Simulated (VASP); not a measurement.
Here is a VASP 6.6.1 calculation.

File INCAR:

```
PREC     = Accurate       # precision mode
ENCUT    = 520            # plane-wave cutoff, eV
EDIFF    = 1E-6           # SCF threshold, eV
ISMEAR   = -1             # smearing method
SIGMA    = 0.05           # smearing width, eV
LREAL    = F              # projectors in reciprocal space
LASPH    = T              # aspherical terms in the spheres
NELM     = 80             # most SCF steps
ALGO     = Normal         # electronic algorithm
ISIF     = 2              # what is computed and relaxed
LWAVE    = F              # write WAVECAR
LCHARG   = F              # write CHGCAR
GGA      = PE             # functional
NBANDS   = 18             # bands
```

The input KPOINTS:

```
regular mesh
0
Gamma
  9 9 9
```

File POSCAR:

```
ZnCu
1.0
    2.9252343038      0.0000000000      0.0000000000
    0.0000000000      2.9252343038      0.0000000000
    0.0000000000      0.0000000000      2.9252343038
Zn Cu
1 1
Direct
    0.5000000000      0.5000000000      0.5000000000
    0.0000000000      0.0000000000      0.0000000000
```

Potentials or basis: VASP PAW PBE potentials, release 64 (Zn, Cu).

Run with:

```bash
$ cat potpaw_PBE.64/Zn/POTCAR potpaw_PBE.64/Cu/POTCAR > POTCAR
$ mpirun -np 1 vasp_std > vasp.out
```

(1) Estimate the pressure.

## Answers

(1) 5.8 GPa.
